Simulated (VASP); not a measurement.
# Lu (P6_3/mmc) in VASP: further runs, part 2 of 2

VASP 6.6.1.

## (4) Single point, PBEsol

This run uses another cell than the first one, of 24.52 Å³/atom.

INCAR reads:

```
  PREC = Accurate
  ENCUT = 520
  EDIFF = 1E-6
  ISMEAR = -1
  SIGMA = 0.1
  LREAL = False
  LASPH = True
  NELM = 100
  ALGO = Normal
  ISIF = 2
  LWAVE = False
  LCHARG = False
  GGA = PS
  NBANDS = 32
```

KPOINTS reads:

```
regular mesh
0
Gamma
  16 16 10
```

POSCAR reads:

```
Lu
1.0
    3.3106752612      0.0000000000      0.0000000000
   -1.6553376306      2.8671288799      0.0000000000
    0.0000000000      0.0000000000      5.1663068905
Lu
2
Direct
    0.3333333333      0.6666666667      0.2500000000
    0.6666666667      0.3333333333      0.7500000000
```

Potentials or basis: VASP PAW PBE potentials, release 64 (Lu).

Run with:

```bash
> cat potpaw_PBE.64/Lu/POTCAR > POTCAR
> mpirun -np 1 vasp_std > vasp.out
```

OUTCAR:

```text
PREC = Accurate
   ENCUT = 520
   EDIFF = 1E-6
   ISMEAR = -1
   LREAL = False
   LASPH = True
   NELM = 100
   ISIF = 2
   GGA = PS

 ion  position               nearest neighbor table
   1  0.333  0.667  0.250-   2 3.21   2 3.21   2 3.21   2 3.21   2 3.21   2 3.21
   2  0.667  0.333  0.750-   1 3.21   1 3.21   1 3.21   1 3.21   1 3.21   1 3.21

  LATTYP: Found a hexagonal cell.
 ALAT       =     3.3106752612
 C/A-ratio  =     1.5604994398

  Lattice vectors:

 A1 = (   3.3106752612,   0.0000000000,   0.0000000000)
 A2 = (  -1.6553376306,   2.8671288799,   0.0000000000)
 A3 = (   0.0000000000,   0.0000000000,   5.1663068905)

Analysis of symmetry for initial positions (statically):
=====================================================================
 Subroutine PRICEL returns:
 Original cell was already a primitive cell.

 Routine SETGRP: Setting up the symmetry group for a
 hexagonal supercell.

 Subroutine GETGRP returns: Found 24 space group operations
 (whereof 12 operations were pure point group operations)
 out of a pool of 24 trial point group operations.

The static configuration has the point symmetry D_3d.
 The point group associated with its full space group is D_6h.

Analysis of symmetry for dynamics (positions and initial velocities):
=====================================================================
 Subroutine PRICEL returns:
 Original cell was already a primitive cell.

 Routine SETGRP: Setting up the symmetry group for a
 hexagonal supercell.

 Subroutine GETGRP returns: Found 24 space group operations
 (whereof 12 operations were pure point group operations)
 out of a pool of 24 trial point group operations.

The dynamic configuration has the point symmetry D_3d.
 The point group associated with its full space group is D_6h.

 Subroutine INISYM returns: Found 24 space group operations
 (whereof 12 operations are pure point group operations),
[... 104 lines left out ...]
   POTIM  = 0.5000    time-step for ionic-motion
   TEBEG  =    0.0;   TEEND  =   0.0 temperature during run
   PSTRESS=    0.0 pullay stress
   NELECT =      50.0000    total number of electrons
   NUPDOWN=      -1.0000    fix difference up-down
   EMIN   =  10.00;   EMAX   =-10.00  energy-range for DOS
   EFERMI =   0.00;   METHOD = LEGACY
   ISMEAR =    -1;   SIGMA  =   0.10  broadening in eV -4-tet -1-fermi 0-gaus
   EFERMI_NEDOS =   21; number of points for ismear=-14 and -15
   IALGO  =     38    algorithm
   IMIX   =      4    mixing-type and parameters
     AMIX     =   0.40;   BMIX     =  1.00
     AMIX_MAG =   1.60;   BMIX_MAG =  1.00
  volume/ion in A,a.u.               =      24.52       165.47
  Fermi-wavevector in a.u.,A,eV,Ry     =   1.647720  3.113740 36.939576  2.714982
  Thomas-Fermi vector in A             =   2.737131
   LORBIT       =      0    0 simple, 1 ext, 2 COOP (PROOUT), +10 PAW based schemes
   GGA     = PS    functional components
   LHFCALC =     F    Hartree Fock is set to
   AEXX    =    0.0000 exact exchange contribution
   IVDW    =     0    specifies the selected vdW correction
   LEPSILON=     F    determine dielectric tensor
   LRPA    =     F    only Hartree local field effects (RPA)
 non-spin polarized calculation
  energy-cutoff  :      520.00
  volume of cell :       49.04
 maximum number of plane-waves:      1345
 NGX is ok and might be reduce to    28
   NGX = 13   NGY = 13   NGZ = 19

 number of electron      50.0000011 magnetization

 Free energy of the ion-electron system (eV)
  ---------------------------------------------------
  ext. energy  EPLUGINS =         0.00000000
  ---------------------------------------------------
  free energy    TOTEN  =        -9.82056343 eV

  energy without entropy =       -9.72751336  energy(sigma->0) =       -9.77403839

 E-fermi :   2.7608     XC(G=0): -11.6463

 val. band max:        2.7426958382   @ k =   0.2500   0.0625   0.4000
 cond. band min:       2.7659771381   @ k =   0.2500   0.1250   0.1000
 fundamental gap:      0.0232812999
 Fermi energy:         2.7607537386

 k-point     1 :       0.0000    0.0000    0.0000
  band No.  band energies     occupation
      1     -53.0665      2.00000
      2     -52.9878      2.00000
      3     -24.2649      2.00000
      4     -23.4991      2.00000
      5     -23.4991      2.00000
      6     -23.3541      2.00000
[... 829 lines left out ...]
     31       8.5961      0.00000
     32       9.8296      0.00000

 [... further k-points ...]
[... 5 lines left out ...]
  --------------------------------------------------------------------------------------
  -------------------------------------------------------------------------------------
  Total        2.1930493      2.1930493      2.1958285      0.0000000     -0.0000000     -0.0000000
  in kB       71.6497979     71.6497979     71.7405990      0.0000000     -0.0000000     -0.0000000
  external PRESSURE =      71.6800649 kB  Pullay stress =       0.0000000 kB

 VOLUME and BASIS-vectors are now :
 -----------------------------------------------------------------------------
  energy-cutoff  :      520.00
  volume of cell :       49.04
      direct lattice vectors                 reciprocal lattice vectors
     3.310675261  0.000000000  0.000000000     0.302053183  0.174390486  0.000000000
    -1.655337631  2.867128880  0.000000000     0.000000000  0.348780973  0.000000000
     0.000000000  0.000000000  5.166306890     0.000000000  0.000000000  0.193561866

 POSITION                                       TOTAL-FORCE (eV/Angst)
 -----------------------------------------------------------------------------------
     -0.00000      1.91142      1.29158         0.000000     -0.000000      0.000000
      1.65534      0.95571      3.87473        -0.000000      0.000000      0.000000
 -----------------------------------------------------------------------------------
    total drift:                               -0.000000      0.000000     -0.000000

  FREE ENERGIE OF THE ION-ELECTRON SYSTEM (eV)
  ---------------------------------------------------
  free  energy   TOTEN  =        -9.8205634333 eV

  energy  without entropy=       -9.7275133565  energy(sigma->0) =       -9.77403839
```

OSZICAR:

```text
N       E                     dE             d eps       ncg     rms          rms(c)
DAV:   1     0.227728054616E+03    0.22773E+03   -0.18971E+04 16760   0.508E+03
DAV:   2     0.187157260014E+02   -0.20901E+03   -0.20036E+03 12688   0.550E+02
DAV:   3    -0.764319272205E+01   -0.26359E+02   -0.25857E+02 16288   0.117E+02
DAV:   4    -0.100200791100E+02   -0.23769E+01   -0.23603E+01 18008   0.250E+01
DAV:   5    -0.100814863918E+02   -0.61407E-01   -0.61392E-01 17264   0.438E+00    0.483E+00
DAV:   6    -0.985047135563E+01    0.23102E+00   -0.82808E-01 18360   0.146E+01    0.195E+00
DAV:   7    -0.982317629899E+01    0.27295E-01   -0.10475E-01 15464   0.210E+00    0.573E-01
DAV:   8    -0.982006169780E+01    0.31146E-02   -0.25808E-02 19552   0.955E-01    0.211E-01
DAV:   9    -0.982049507663E+01   -0.43338E-03   -0.92312E-04 15808   0.237E-01    0.718E-02
DAV:  10    -0.982056783232E+01   -0.72756E-04   -0.50373E-04 18376   0.196E-01    0.420E-02
DAV:  11    -0.982056446777E+01    0.33646E-05   -0.38953E-05 16120   0.386E-02    0.651E-03
DAV:  12    -0.982056323276E+01    0.12350E-05   -0.29807E-06 12104   0.171E-02    0.376E-03
DAV:  13    -0.982056343330E+01   -0.20054E-06   -0.45626E-07  8944   0.452E-03
   1 F= -.98205634E+01 E0= -.97740384E+01  d E =-.930501E-01
```

Run time: 7.2 min. Hardware: 1 thread of Intel Xeon 8259CL, shared host; peak memory 0.36 GiB.

What came out:

```
Free energy            : -9.8206 eV
Pressure               : 7.2 GPa
Band gap on the k mesh : zero (bands 25 and 26 overlap by 1.97 eV)
```

Caveat: the cell stands under pressure; the PAW data sets were made with another functional, which shifts forces and pressure a little; spin-orbit coupling is left out, which moves the levels of the heavy elements.

## (5) The runs side by side

| cell | gap on the mesh (eV) | pressure (GPa) |
| --- | --- | --- |
| a = 3.194, b = 3.194, c = 5.022 Å, angles 90.0, 90.0, 120.0°, 2 atoms | none | 15.4 |
| a = 3.264, b = 3.264, c = 5.103 Å, angles 90.0, 90.0, 120.0°, 2 atoms | none | 10.3 |
| a = 3.311, b = 3.311, c = 5.166 Å, angles 90.0, 90.0, 120.0°, 2 atoms | none | 7.2 |

Alike in all rows: task single point; level PBEsol; potentials or basis VASP PAW PBE potentials, release 64 (Lu); no spin polarisation; k mesh 16 × 16 × 10; cutoff (eV) 520; smearing fermi-dirac 0.1 eV.

Caveats: the cell stands under pressure; the PAW data sets were made with another functional, which shifts forces and pressure a little; spin-orbit coupling is left out, which moves the levels of the heavy elements.

Total energies depend on the potentials used, so only differences within one code and one set of settings carry meaning.

The gap in the log of VASP goes by the Fermi energy; the results here count the filled bands.